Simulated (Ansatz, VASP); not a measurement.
Two plane-wave programs on BN

```
B N
1.0
     2.55394    0.00000    0.00000
    -1.27697    2.21178    0.00000
     0.00000    0.00000    4.22685
B N
2 2
Direct
  0.66667 0.33333 0.99972
  0.33333 0.66667 0.49972
  0.66667 0.33333 0.62528
  0.33333 0.66667 0.12528
```

Alike in both runs: task single point; functional PBEsol; k mesh 12 × 12 × 6; occupations gaussian, width 0.05 eV; no spin polarisation.

|  | VASP | Ansatz |
| --- | --- | --- |
| version | VASP 6.6.1 | Ansatz 0.2.0 |
| potentials or method | VASP PAW PBE potentials, release 64 (B, N), cutoff 520 eV | scalar-relativistic, plane waves, PAW |
| valence electrons in the cell | 16 | 16 |

|  | VASP | Ansatz | Ansatz less VASP |
| --- | --- | --- | --- |
| gap on the k mesh at the Fermi level (eV) | 4.97 | 4.99 | +0.018 |
| least direct gap on the mesh (eV) | 8.15 | 8.15 | +0.005 |
| pressure (GPa) | -5.4 | -5.9 | -0.55 |
| traceless stress, the component that is largest in VASP (GPa) | -0.42 | -0.38 | +0.045 |
| rms of the force components (eV/Å) | 0.006 | 0.007 | +0.0017 |

VASP's potentials were made for PBE, not for PBEsol. Atom by atom the forces differ by 0.002 eV/Å (rms over components).
